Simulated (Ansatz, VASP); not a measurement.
YMgC4N4: VASP beside Ansatz

```
Y Mg C N
1.0
     6.48666    0.00000    0.00000
     0.00000    6.48666    0.00000
     0.00000    0.00000    6.48666
Y Mg C N
1 1 4 4
Cartesian
  3.2433 3.2433 3.2433
  0.0000 0.0000 0.0000
  1.2543 1.2543 1.2543
  1.2543 5.2324 5.2324
  5.2324 1.2543 5.2324
  5.2324 5.2324 1.2543
  1.9343 1.9343 1.9343
  1.9343 4.5523 4.5523
  4.5523 1.9343 4.5523
  4.5523 4.5523 1.9343
```

Alike in both runs: task single point; functional PBE; k mesh 4 × 4 × 4; occupations gaussian, width 0.1 eV; collinear spin.

|  | VASP | Ansatz |
| --- | --- | --- |
| version | VASP 6.6.1 | Ansatz 0.2.0 |
| potentials or method | VASP PAW PBE potentials, release 64 (Y_sv, Mg, C, N), cutoff 520 eV | scalar-relativistic, plane waves, PAW |
| valence electrons in the cell | 49 | 57 |

Ansatz gave:

```
gap on the k mesh at the Fermi level (eV)                     : none
pressure (GPa)                                                : 0.1
rms of the force components (eV/Å)                            : 0.041
net moment per atom (μB)                                      : 0.10
size of the moment on the site where the two differ most (μB) : 0.16
```

Q: Estimate VASP's values.

A: gap on the k mesh at the Fermi level (eV): none; pressure (GPa): 0.3; rms of the force components (eV/Å): 0.150; net moment per atom (μB): 0.10; size of the moment on the site where the two differ most (μB): 0.35.

Site moments also hang on the region over which each program counts them. Atom by atom the forces differ by 0.190 eV/Å (rms over components). A gap of «none» marks a metal or a gap that the smearing closes. One of these differences is far larger than is usual between the two programs; its cause wasn't traced. VASP's potentials hold 49 valence electrons a cell and Ansatz's 57, so a difference there can come from the potentials and not from the codes.

Noted on VASP's run: the standard files for N, O and F lose accuracy on very short bonds.
